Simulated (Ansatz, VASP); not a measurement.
# Two plane-wave programs on Mg

File INCAR:

```
ALGO = Fast ; EDIFF = 1E-6
ENCUT = 520 ; GGA = PS
ISIF = 2 ; ISMEAR = 0
LASPH = T ; LCHARG = F
LREAL = F ; LWAVE = F
NBANDS = 9 ; NELM = 80
PREC = Accurate ; SIGMA = 0.15
```

Contents of KPOINTS:

```
k-points
0
Gamma
  18 18 10
```

File POSCAR:

```
Mg
1.0
    3.2092715325      0.0000000000      0.0000000000
   -1.6046357662      2.7793106748      0.0000000000
    0.0000000000      0.0000000000      5.2103300000
Mg
2
Direct
    0.1526369339      0.5857113413      0.2500000000
    0.6666666667      0.3333333333      0.7500000000
```

Input for Ansatz:

```yaml
crystal:
  lattice:
    - [3.2092715325, 0.0, 0.0]
    - [-1.6046357662, 2.7793106748, 0.0]
    - [0.0, 0.0, 5.21033]
  atoms:
    - { symbol: Mg, position: [0.1526369339, 0.5857113413, 0.25] }
    - { symbol: Mg, position: [0.6666666667, 0.3333333333, 0.75] }
basis:
  ecutwfc: 420
kpoints:
  mp_grid: { grid: [18, 18, 10] }
hamiltonian:
  xc: pbesol
scf:
  occupations: { method: gaussian, width: 0.15 }
output:
  forces: true
  stress: true
  eigenvalues: true
```

Alike in both runs: task single point; functional PBEsol; k mesh 18 × 18 × 10; occupations gaussian, width 0.15 eV; no spin polarisation.

```csv
,VASP,Ansatz
version,VASP 6.6.1,Ansatz 0.2.0
potentials or method,"VASP PAW PBE potentials, release 64 (Mg), cutoff 520 eV","scalar-relativistic, plane waves, PAW"
valence electrons in the cell,4,20
```

Ansatz gave:

| Property | Result |
| --- | --- |
| gap on the k mesh at the Fermi level (eV) | none |
| pressure (GPa) | -0.5 |
| traceless stress, the component that is largest in VASP (GPa) | 1.56 |
| rms of the force components (eV/Å) | 0.257 |

Q: Estimate VASP's values.

A: gap on the k mesh at the Fermi level (eV): none; pressure (GPa): -0.5; traceless stress, the component that is largest in VASP (GPa): 1.56; rms of the force components (eV/Å): 0.259.

VASP's potentials were made for PBE, not for PBEsol. Atom by atom the forces differ by 0.002 eV/Å (rms over components). A gap of «none» marks a metal or a gap that the smearing closes. The functional is the same, so the differences come from potentials, cutoffs and numerics. VASP's potentials hold 4 valence electrons a cell and Ansatz's 20, so a difference there can come from the potentials and not from the codes.
